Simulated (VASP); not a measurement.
Write the native input for VASP 6.6.1 that does the following.

- Task: single point
- Functional: LDA
- Potentials or basis: VASP PAW LDA potentials, release 64 (Ni, Si)
- Cutoff: 520 eV
- k mesh: 8 × 8 × 8
- Occupations: fermi-dirac, width 0.05 eV
- Spin: collinear spin, ferromagnetic start
- Starting moments: [1.0, 1.0, 1.0, 0.0] μB
- Dipole correction: no
- Further INCAR settings: ALGO = Normal; EDIFF = 1e-06; NBANDS = 29

The structure of SiNi3 lies in POSCAR:

```
SiNi3
1.0
    3.5182274716      0.0000000000      0.0000000000
    0.0000000000      3.5182274716      0.0000000000
    0.0000000000      0.0000000000      3.5182274716
Ni Si
3 1
Direct
    0.5000000000      0.5000000000      0.0000000000
    0.5000000000      0.0000000000      0.5000000000
    0.0000000000      0.5000000000      0.5000000000
    0.0000000000      0.0000000000      0.0000000000
```

These files were run (other wordings do the same):

INCAR

```
SYSTEM = SiNi3
  PREC = Accurate
  ENCUT = 520
  EDIFF = 1E-6
  ISMEAR = -1
  SIGMA = 0.05
  LREAL = .False.
  LASPH = .True.
  NELM = 150
  ALGO = Normal
  ISIF = 2
  LWAVE = .False.
  LCHARG = .False.
  ISPIN = 2
  MAGMOM = 1 1 1 0
  LORBIT = 11
  LMAXMIX = 4
  GGA = CA
  NBANDS = 29
```

KPOINTS

```
regular mesh
0
Gamma
  8 8 8
  0 0 0
```

Potentials or basis: VASP PAW LDA potentials, release 64 (Ni, Si).

Run with:

```console
$ cat potpaw_LDA.64/Ni/POTCAR potpaw_LDA.64/Si/POTCAR > POTCAR
$ mpirun -np 1 vasp_std > vasp.out
```

It gave:

```
Pressure                                              : -16.5 GPa
Band gap on the k mesh                                : zero (filled and empty bands overlap)
Net moment                                            : 0.00 μB per cell
Valence electrons inside the program's atomic spheres : Ni 9.46; Si 1.55
```

Caveat: the cell stands under tension.

Wall time 31 s on 1 thread of Intel(R) Xeon(R) 6975P-C (Granite Rapids) (shared host), peak memory 0.19 GiB.
